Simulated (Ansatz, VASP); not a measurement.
**BaTiO3 in VASP and in Ansatz**

```
Ba Ti O
1.0
     4.00730    0.02004    0.02004
     0.02004    4.00730    0.02004
     0.02004    0.02004    4.00730
Ba Ti O
1 1 3
Direct
  0.50000 0.50000 0.50000
  0.00000 0.00000 0.00000
  0.50000 0.00000 0.00000
  0.00000 0.50000 0.00000
  0.00000 0.00000 0.50000
```

Change from the starting cell: equal xy, yz and zx shear strains of +1 %, crystal datasets.

Alike in both runs: task electric field gradients; functional PBE; k mesh 8 × 8 × 8; occupations fermi-dirac, width 0.05 eV; no spin polarisation.

|  | VASP | Ansatz |
| --- | --- | --- |
| version | VASP 6.6.1 | Ansatz 0.2.0 |
| potentials or method | VASP PAW PBE potentials, release 64 (Ba_sv, Ti_sv, O), cutoff 520 eV | all-electron PAW with datasets made for the crystal, scalar-relativistic |

|  | VASP | Ansatz | Ansatz less VASP |
| --- | --- | --- | --- |
| pressure (GPa) | 3.3 | 1.5 | -1.75 |
| traceless stress, the component that is largest in VASP (GPa) | -1.24 | -1.21 | +0.037 |
| size of Vzz on the site where it differs most (V/Å²) | 13.3 | 12.3 | -1.00 |

Ansatz ran all-electron here, and VASP with PAW potentials. Ansatz's warnings: printed levels off.

Spin-orbit coupling is off throughout.
